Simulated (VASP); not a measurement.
Write the native input for VASP 6.6.1 that does the following.

| Item | Value |
| --- | --- |
| Task | single point |
| Functional | PBE |
| Potentials or basis | VASP PAW PBE potentials, release 64 (Eu, S) |
| Cutoff | 600 eV |
| k mesh | 7 × 7 × 7 |
| Occupations | fermi-dirac, width 0.025 eV |
| Spin | collinear spin, ferromagnetic start |
| Starting moments | [9.1, 0.0] μB |
| Hubbard terms | Eu f U = 3.0 eV |
| Dipole correction | no |
| Further INCAR settings | ALGO = Normal; EDIFF = 1e-06; NBANDS = 22 |

The structure of EuS lies in POSCAR:

```
EuS
1.0
    0.0000000000      2.9785000000      2.9785000000
    2.9785000000      0.0000000000      2.9785000000
    2.9785000000      2.9785000000      0.0000000000
Eu S
1 1
Direct
    0.0000000000      0.0000000000      0.0000000000
    0.5000000000      0.5000000000      0.5000000000
```

The input as run:

INCAR

```
PREC = Accurate
ENCUT = 600
EDIFF = 1E-6
ISMEAR = -1
SIGMA = 0.025
LREAL = F
LASPH = T
NELM = 200
ALGO = Normal
ISIF = 2
LWAVE = F
LCHARG = T
ISPIN = 2
MAGMOM = 9.1 0
LORBIT = 11
LMAXMIX = 6
LDAU = T
LDAUTYPE = 2
LDAUL = 3 -1
LDAUU = 3 0
LDAUJ = 0 0
LDAUPRINT = 1
GGA = PE
LELF = T
LVHAR = T
NBANDS = 22
GGA_COMPAT = F
```

KPOINTS

```
Automatic mesh
0
Gamma
  7 7 7
```

Potentials or basis: VASP PAW PBE potentials, release 64 (Eu, S).

Run with:

```sh
$ cat potpaw_PBE.64/Eu/POTCAR potpaw_PBE.64/S/POTCAR > POTCAR
$ mpirun -np 1 vasp_std > vasp.out
```

Results of the run:

- Pressure: -0.6 GPa
- Band gap on the k mesh: zero (filled and empty bands overlap)
- Net moment: 7.00 μB per cell
- Site moments: Eu +6.67; S -0.07 μB
- Valence electrons inside the program's atomic spheres: Eu 14.83; S 3.76

Caveat: spin-orbit coupling is left out, which moves the levels of the heavy elements; a cell with one magnetic atom can't hold antiferromagnetic order, which such compounds often take.

Run time: 2.3 min on 1 thread of Intel(R) Xeon(R) Platinum 8488C (Sapphire Rapids), on a shared host, peak memory 0.27 GiB.
